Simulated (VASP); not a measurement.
# InAs (I-4m2) in VASP: further runs, part 2 of 2

VASP 6.6.1.

## 3. Single point, PBE (24.87 Å³/atom)

This run uses another cell than the first one, of 24.87 Å³/atom.

File INCAR:

```
PREC     = Accurate       # precision mode
ENCUT    = 520            # plane-wave cutoff, eV
EDIFF    = 1E-6           # SCF threshold, eV
ISMEAR   = 0              # smearing method
SIGMA    = 0.15           # smearing width, eV
LREAL    = F              # projectors in reciprocal space
LASPH    = T              # aspherical terms in the spheres
NELM     = 60             # most SCF steps
ALGO     = Normal         # electronic algorithm
ISIF     = 2              # what is computed and relaxed
LWAVE    = F              # write WAVECAR
LCHARG   = F              # write CHGCAR
GGA      = PE             # functional
NBANDS   = 16             # bands
```

File KPOINTS:

```
Automatic mesh
0
Gamma
  14 14 14
```

File POSCAR:

```
InAs
1.0
    0.0000000000      2.5852425295      3.1012986198
    3.1012986198      0.0000000000      3.1012986198
    3.1012986198      2.5852425295      0.0000000000
In As
1 1
Direct
    0.0000000000      0.0000000000      0.0000000000
    0.7500000000      0.7500000000      0.7500000000
```

Potentials or basis: VASP PAW PBE potentials, release 64 (In_d, As).

Run with:

```
$ cat potpaw_PBE.64/In_d/POTCAR potpaw_PBE.64/As/POTCAR > POTCAR
$ mpirun -np 1 vasp_std > vasp.out
```

It took 4.6 min on 1 thread of Intel Xeon Platinum 8259CL at 2.50GHz (Skylake/Cascade Lake), shared host; peak memory 0.33 GiB.

The run converged. Its results:

```yaml
Free_energy: -7.3372 eV
Pressure: 11.6 GPa
Band_gap_on_the_k_mesh: 0.21 eV (least direct gap 0.22 eV)
```

Stress tensor (GPa, compression positive):
```
10.87  0.00  0.00
 0.00 13.21  0.00
 0.00  0.00 10.87
```

Levels at points of the mesh, in eV from the valence-band top:
| k point | band 7 | band 8 | band 9 | band 10 | band 11 | band 12 |
| --- | --- | --- | --- | --- | --- | --- |
| (0.00, 0.00, 0.00) | -0.50 | -0.50 | -0.01 | 0.21 | 3.71 | 4.02 |
| (0.50, 0.00, 0.00) | -6.51 | -1.93 | -0.83 | 0.57 | 3.89 | 5.60 |
| (0.50, 0.50, 0.00) | -6.86 | -2.49 | -2.35 | 1.53 | 2.49 | 8.26 |
| (0.50, 0.00, 0.50) | -5.70 | -3.57 | -3.57 | 0.63 | 0.71 | 9.70 |

Caveat: the cell stands under pressure; semilocal functionals underestimate gaps, and a narrow one can read as zero; spin-orbit coupling is left out, which moves the levels of the heavy elements. A k mesh can miss the band edges.

## 4. Single point, PBE (24.86 Å³/atom)

This run uses another cell than the first one, of 24.86 Å³/atom.

File INCAR:

```
SYSTEM = InAs
PREC     = Accurate       ! precision mode
ENCUT    = 520            ! plane-wave cutoff, eV
EDIFF    = 1E-7           ! SCF threshold, eV
ISMEAR   = 0              ! smearing method
SIGMA    = 0.15           ! smearing width, eV
LREAL    = .FALSE.        ! projectors in reciprocal space
LASPH    = .TRUE.         ! aspherical terms in the spheres
NELM     = 60             ! most SCF steps
ALGO     = Normal         ! electronic algorithm
ISIF     = 2              ! what is computed and relaxed
LWAVE    = .FALSE.        ! write WAVECAR
LCHARG   = .FALSE.        ! write CHGCAR
GGA      = PE             ! functional
NBANDS   = 16             ! bands
```

File KPOINTS:

```
Automatic mesh
0
G
  14 14 14
  0 0 0
```

File POSCAR:

```
InAs
1.0
    0.0000000000      2.7469031004      3.0086561888
    3.0086561888      0.0000000000      3.0086561888
    3.0086561888      2.7469031004      0.0000000000
In As
1 1
Direct
    0.0000000000      0.0000000000      0.0000000000
    0.7500000000      0.7500000000      0.7500000000
```

Potentials or basis: VASP PAW PBE potentials, release 64 (In_d, As).

Run with:

```
$ cat potpaw_PBE.64/In_d/POTCAR potpaw_PBE.64/As/POTCAR > POTCAR
$ mpirun -np 1 vasp_std > vasp.out
```

OUTCAR:

```text
SYSTEM = InAs
   PREC = Accurate
   ENCUT = 520
   EDIFF = 1E-7
   ISMEAR = 0
   LREAL = .FALSE.
   LASPH = .TRUE.
   NELM = 60
   ISIF = 2
   GGA = PE

 ion  position               nearest neighbor table
   1  0.000  0.000  0.000-   2 2.53   2 2.53   2 2.53   2 2.53
   2  0.750  0.750  0.750-   1 2.53   1 2.53   1 2.53   1 2.53

  LATTYP: Found a body centered tetragonal cell.
 ALAT       =     4.2548823867
 C/A-ratio  =     1.2911769825

  Lattice vectors:

 A1 = (   0.0000000000,  -2.7469031004,   3.0086561888)
[... 626 lines left out ...]
      4      -8.8460      2.00000
      5      -8.8258      2.00000
      6      -6.0979      2.00000
[... 8 lines left out ...]
     15      15.2111      0.00000
     16      16.3691      0.00000

 [... further k-points ...]
[... 5 lines left out ...]
  --------------------------------------------------------------------------------------
  -------------------------------------------------------------------------------------
  Total        3.7291562      4.2536090      3.7291562      0.0000000     -0.0000000      0.0000000
  in kB      120.1441697    137.0407368    120.1441697      0.0000000     -0.0000000      0.0000000
  external PRESSURE =     125.7763587 kB  Pullay stress =       0.0000000 kB

 VOLUME and BASIS-vectors are now :
 -----------------------------------------------------------------------------
  energy-cutoff  :      520.00
  volume of cell :       49.73
      direct lattice vectors                 reciprocal lattice vectors
     0.000000000  2.746903100  3.008656189    -0.166187151  0.182023166  0.166187151
     3.008656189  0.000000000  3.008656189     0.166187151 -0.182023166  0.166187151
     3.008656189  2.746903100  0.000000000     0.166187151  0.182023166 -0.166187151

 POSITION                                       TOTAL-FORCE (eV/Angst)
 -----------------------------------------------------------------------------------
      0.00000      0.00000      0.00000         0.000000     -0.000000     -0.000000
      4.51298      4.12035      4.51298        -0.000000      0.000000      0.000000
 -----------------------------------------------------------------------------------
    total drift:                               -0.000002     -0.000004     -0.000002

  FREE ENERGIE OF THE ION-ELECTRON SYSTEM (eV)
  ---------------------------------------------------
  free  energy   TOTEN  =        -7.3764082161 eV

  energy  without entropy=       -7.3763232021  energy(sigma->0) =       -7.37636571
```

OSZICAR:

```text
N       E                     dE             d eps       ncg     rms          rms(c)
DAV:   1     0.114856444141E+03    0.11486E+03   -0.84203E+03  7872   0.126E+03
DAV:   2    -0.161054124873E+00   -0.11502E+03   -0.11007E+03  8592   0.305E+02
DAV:   3    -0.750877118642E+01   -0.73477E+01   -0.73126E+01 10128   0.749E+01
DAV:   4    -0.768656207231E+01   -0.17779E+00   -0.17774E+00  9872   0.126E+01
DAV:   5    -0.769455931901E+01   -0.79972E-02   -0.79971E-02 11488   0.233E+00    0.542E+00
DAV:   6    -0.741140134412E+01    0.28316E+00   -0.38387E-01 12416   0.116E+01    0.302E+00
DAV:   7    -0.737515149873E+01    0.36250E-01   -0.14396E-01 10888   0.381E+00    0.752E-01
DAV:   8    -0.737569764939E+01   -0.54615E-03   -0.17815E-02 10032   0.156E+00    0.280E-01
DAV:   9    -0.737618859128E+01   -0.49094E-03   -0.11089E-03 10168   0.259E-01    0.162E-01
DAV:  10    -0.737636714033E+01   -0.17855E-03   -0.28111E-04 10064   0.290E-01    0.768E-02
DAV:  11    -0.737640957592E+01   -0.42436E-04   -0.10662E-04  9968   0.158E-01    0.352E-02
DAV:  12    -0.737640835073E+01    0.12252E-05   -0.10285E-05 11616   0.485E-02    0.644E-03
DAV:  13    -0.737640831071E+01    0.40019E-07   -0.23220E-06  9272   0.103E-02    0.209E-03
DAV:  14    -0.737640812932E+01    0.18139E-06   -0.85939E-08  8936   0.446E-03    0.750E-04
DAV:  15    -0.737640821608E+01   -0.86756E-07   -0.14048E-08  5552   0.108E-03
   1 F= -.73764082E+01 E0= -.73763657E+01  d E =-.850139E-04
```

It took 3.1 min on 1 thread of Intel Xeon Platinum 8259CL at 2.50GHz (Skylake/Cascade Lake), shared host; peak memory 0.33 GiB.

What came out:

```yaml
Free_energy: -7.3764 eV
Pressure: 12.6 GPa
Band_gap_on_the_k_mesh: 0.05 eV
```

Caveat: the cell stands under pressure; semilocal functionals underestimate gaps, and a narrow one can read as zero; spin-orbit coupling is left out, which moves the levels of the heavy elements.

## 5. Overview

| cell | gap on the mesh (eV) | pressure (GPa) |
| --- | --- | --- |
| a = 4.677, b = 4.459 Å, angles 61.5, 56.9, 61.5°, 2 atoms | none | -5.0 |
| a = 4.038, b = 4.386 Å, angles 57.1, 65.8, 57.1°, 2 atoms | 0.21 | 11.6 |
| a = 4.074, b = 4.255 Å, angles 58.5, 63.0, 58.5°, 2 atoms | 0.05 | 12.6 |

Alike in all rows: task single point; level PBE; potentials or basis VASP PAW PBE potentials, release 64 (In_d, As); no spin polarisation; k mesh 14 × 14 × 14; cutoff (eV) 520; smearing gaussian 0.15 eV.

Caveats: semilocal functionals underestimate gaps, and a narrow one can read as zero; spin-orbit coupling is left out, which moves the levels of the heavy elements; the cell stands under pressure (at least some runs); the cell stands under tension (at least some runs).

Total energies depend on the potentials used, so only differences within one code and one set of settings carry meaning.
